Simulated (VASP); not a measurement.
A run of VASP 6.6.1 is set up as follows.

The input INCAR:

```
SYSTEM = Nd2H3
ALGO = Normal
EDIFF = 1E-6
ENCUT = 500
GGA = PE
GGA_COMPAT = .FALSE.
ISIF = 2
ISMEAR = 0
LASPH = .TRUE.
LCHARG = .FALSE.
LMAXMIX = 6
LREAL = .FALSE.
LWAVE = .FALSE.
NBANDS = 36
NELM = 200
PREC = Accurate
SIGMA = 0.2
```

The input KPOINTS:

```
k-points
0
G
  4 4 2
  0 0 0
```

POSCAR

```
Nd2H3
1.0
    3.6647532964     -2.8416377115      0.0000000000
    3.6647532964      2.8416377115      0.0000000000
    0.0000000000      0.0000000000      9.4822017570
Nd H
4 6
Direct
    0.5000000000      0.5000000000      0.2139357890
    0.5000000000      0.5000000000      0.7860642110
    0.7936408789      0.7936408789      0.5000000000
    0.2063591211      0.2063591211      0.5000000000
    0.0000000000      0.0000000000      0.0000000000
    0.6865247457      0.3134752543      0.5000000000
    0.3134752543      0.6865247457      0.5000000000
    0.0000000000      0.0000000000      0.6860264729
    0.0000000000      0.0000000000      0.3139735271
    0.5000000000      0.5000000000      0.0000000000
```

Potentials or basis: VASP PAW PBE potentials, release 64 (Nd_3, H), 4f in core.

Run with:

```sh
$ cat potpaw_PBE.64/Nd_3/POTCAR potpaw_PBE.64/H/POTCAR > POTCAR
$ mpirun -np 1 vasp_std > vasp.out
```

What does it give for the band gap on the k mesh?

Zero (bands 25 and 26 overlap by 0.30 eV).

Estimate the pressure.

0.4 GPa.

What does it give for the largest force?

0.074 eV/Å.

Stress tensor (GPa, compression positive):
```
0.62 0.00 0.00
0.00 0.01 0.00
0.00 0.00 0.63
```

Caveat: spin-orbit coupling is left out, which moves the levels of the heavy elements; the 4f electrons are frozen in the core, so they carry no moment and show no levels. Spin polarisation is off, so any magnetic state and its effect on volume and gap are missing.
